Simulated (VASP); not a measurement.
Write the native input for VASP 6.6.1 that does the following.

```yaml
Task: relaxation of cell and atoms
Functional: PBEsol
Potentials_or_basis: VASP PAW PBE potentials, release 64 (Y_sv, N)
Cutoff: 600 eV
k_mesh: 10 × 10 × 10
Occupations: gaussian, width 0.05 eV
Spin: no spin polarisation
Dipole_correction: no
Further_INCAR_settings: ALGO = Normal; EDIFF = 1e-07; IBRION = 2; EDIFFG = -0.01; NSW = 50; ISIF = 3
```

The structure of YN2 lies in POSCAR:

```
YN2
1.0
    3.4554630027      0.0000000000      0.0000000000
   -1.7277315013      2.9925187422      0.0000000000
    0.0000000000      0.0000000000      3.1760387477
Y N
1 2
Direct
    0.0000000000      0.0000000000      0.0000000000
    0.3333333333      0.6666666667      0.5000230988
    0.6666666667      0.3333333333      0.4999769012
```

One way to write it, as run:

INCAR

```
SYSTEM = YN2
PREC = Accurate
ENCUT = 600
EDIFF = 1E-7
ISMEAR = 0
SIGMA = 0.05
LREAL = .False.
LASPH = .True.
NELM = 80
ALGO = Normal
ISIF = 3
LWAVE = .False.
LCHARG = .False.
GGA = PS
IBRION = 2
NSW = 50
EDIFFG = -0.01
```

KPOINTS

```
Automatic mesh
0
Gamma
  10 10 10
  0 0 0
```

Potentials or basis: VASP PAW PBE potentials, release 64 (Y_sv, N).

Launch:

```sh
$ cat potpaw_PBE.64/Y_sv/POTCAR potpaw_PBE.64/N/POTCAR > POTCAR
$ mpirun -np 1 vasp_std > vasp.out
```

Results of the run:

```yaml
Relaxed_volume: 10.93 Å³/atom
Relaxed_cell: a = 3.449 Å, b = 3.449 Å, c = 3.183 Å, α = 90.00°, β = 90.00°, γ = 120.00°
Space_group_after_relaxing_to_0.1_Å: P6/mmm (No. 191)
Energy_gained_by_relaxing: 0.1 meV/atom
Ionic_steps: 3
Pressure_after_relaxing: 0.1 GPa
Band_gap_on_the_k_mesh: zero (an odd number of electrons rules out a gap without spin polarisation)
```

Caveat: the PAW data sets were made with another functional, which shifts forces and pressure a little; an odd number of electrons without spin polarisation forces a metal; a magnetic or distorted state may lie lower.

Wall time 2.6 min on 1 thread of Intel Xeon 8259CL, with other jobs on the host, peak memory 0.23 GiB.
